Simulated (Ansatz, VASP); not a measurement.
Two plane-wave programs on TiAl

```
Ti Al
1.0
     3.04054    0.00000    0.00000
     0.00000    3.50358    0.00000
     0.00000    0.00000    3.15638
Ti Al
1 1
Direct
  0.00000 0.00000 0.00000
  0.50000 0.50000 0.50000
```

Change from the starting cell: normal strain along x -0.0367, normal strain along y +0.1100.

Alike in both runs: task single point; functional PBEsol; k mesh 14 × 14 × 14; occupations gaussian, width 0.15 eV; no spin polarisation.

|  | VASP | Ansatz |
| --- | --- | --- |
| version | VASP 6.6.1 | Ansatz 0.2.0 |
| potentials or method | VASP PAW PBE potentials, release 64 (Ti_sv, Al), cutoff 520 eV | scalar-relativistic, plane waves, PAW |
| valence electrons in the cell | 15 | 15 |

```tsv
	VASP	Ansatz	Ansatz less VASP
gap on the k mesh at the Fermi level (eV)	none	none	-
pressure (GPa)	-6.7	-6.8	-0.05
traceless stress, the component that is largest in VASP (GPa)	5.11	5.12	+0.009
```

VASP's potentials were made for PBE, not for PBEsol. A gap of «none» marks a metal or a gap that the smearing closes.
